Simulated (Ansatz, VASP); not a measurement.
## One calculation of Si, two programs

```
CELL_PARAMETERS angstrom
3.84172 0.00000 0.00000
0.00000 3.84172 0.00000
0.00000 0.00000 28.58252
ATOMIC_POSITIONS crystal
Si 0.00000 0.50000 0.26240
Si 0.00000 0.00000 0.30992
Si 0.50000 0.00000 0.35744
Si 0.50000 0.50000 0.40496
Si 0.00000 0.50000 0.45248
Si 0.00000 0.00000 0.50000
Si 0.50000 0.00000 0.54752
Si 0.50000 0.50000 0.59504
Si 0.00000 0.50000 0.64256
Si 0.00000 0.00000 0.69008
Si 0.50000 0.00000 0.73760
```

Alike in both runs: task single point; functional PBEsol; k mesh 9 × 9 × 1; no spin polarisation.

```csv
,VASP,Ansatz
version,VASP 6.6.1,Ansatz 0.2.0
potentials or method,"VASP PAW PBE potentials, release 64 (Si), cutoff 520 eV","scalar-relativistic, plane waves, PAW"
occupations,"methfessel-paxton of order 1, width 0.2 eV","cold, width 0.2 eV"
valence electrons in the cell,44,44
```

VASP gave:

- gap on the k mesh at the Fermi level (eV): none
- rms of the force components (eV/Å): 0.036
- work function, face that differs most (eV): 5.43

Q: Estimate Ansatz's values.

A: gap on the k mesh at the Fermi level (eV): none; rms of the force components (eV/Å): 0.042; work function, face that differs most (eV): 5.41.

VASP's potentials were made for PBE, not for PBEsol. Atom by atom the forces differ by 0.007 eV/Å (rms over components). A gap of «none» marks a metal or a gap that the smearing closes.
